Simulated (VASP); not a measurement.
**In: relaxation of cell and atoms with PBE**

The system is In.

```
In
1.0
     0.00000    2.81218    2.81218
     2.81218    0.00000    2.81218
     2.81218    2.81218    0.00000
In
2
Direct
  0.87500 0.87500 0.87500
  0.12500 0.12500 0.12500
```

```yaml
Program: VASP 6.6.1
Task: relaxation of cell and atoms
Functional: PBE
Potentials_or_basis: VASP PAW PBE potentials, release 64 (In_d)
Cutoff: 600 eV
k_mesh: 12 × 12 × 12
Occupations: fermi-dirac, width 0.08 eV
Spin: no spin polarisation
Target_pressure: 28 GPa
Dipole_correction: no
Further_INCAR_settings: ALGO = Normal; EDIFF = 1e-07; IBRION = 2; EDIFFG = -0.005; NSW = 60; ISIF = 3
```

* Relaxed volume: 24.92 Å³/atom
* Relaxed cell: a = 4.131 Å, b = 4.131 Å, c = 4.131 Å, α = 60.00°, β = 60.00°, γ = 60.00°
* Space group after relaxing (to 0.05 Å): Fd-3m (No. 227)
* Energy change on relaxing (the enthalpy is what falls): -615.9 meV/atom
* Ionic steps: 16
* Pressure after relaxing: 28.0 GPa
* Band gap on the k mesh: zero (band 13 reaches 11.31 eV, above the bottom of band 14 at 5.63 eV)

The path:
```csv
step,energy change (eV),largest force (eV/Å),pressure (GPa),volume (Å³)
1,0.0000,0.0000,47.24,44.48
2,-2.5448,0.0000,6.15,63.98
3,-1.3220,0.0000,26.60,50.37
4,-1.2429,0.0000,27.84,49.91
5,-1.2233,0.0000,28.18,49.80
6,-1.2236,0.0000,28.14,49.80
7,-1.2246,0.0000,28.11,49.80
8,-1.2246,0.0000,28.13,49.80
9,-1.2246,0.0000,28.13,49.80
10,-1.2247,0.0000,28.13,49.80
11,-1.2248,0.0000,28.14,49.80
12,-1.2250,0.0000,28.12,49.81
13,-1.2255,0.0000,28.12,49.81
14,-1.2264,0.0000,28.09,49.81
15,-1.2282,0.0000,28.05,49.82
16,-1.2317,0.0000,27.97,49.84
```

Final structure:
```yaml
crystal:
  lattice:
    - [0.00000, 2.92097, 2.92097]
    - [2.92097, 0.00000, 2.92097]
    - [2.92097, 2.92097, 0.00000]
  atoms:
    - { symbol: In, position: [0.87500, 0.87500, 0.87500] }
    - { symbol: In, position: [0.12500, 0.12500, 0.12500] }
```

Levels at points of the mesh, in eV from the Fermi level:
| k point | band 11 | band 12 | band 13 | band 14 | band 15 | band 16 |
| --- | --- | --- | --- | --- | --- | --- |
| (0.00, 0.00, 0.00) | -10.11 | 3.72 | 3.72 | 3.72 | 5.14 | 5.14 |
| (0.50, 0.00, 0.00) | -7.26 | -5.12 | 1.57 | 1.57 | 4.46 | 6.10 |
| (0.50, 0.50, 0.00) | -5.46 | -5.46 | -0.82 | -0.82 | 3.02 | 3.02 |

Run time: 2.4 min on 1 thread of Intel(R) Xeon(R) 6975P-C (Granite Rapids) (shared host), peak memory 0.21 GiB.

Caveat: the cell is relaxed towards a set pressure, so the enthalpy falls and the energy may rise; spin-orbit coupling is left out, which moves the levels of the heavy elements.
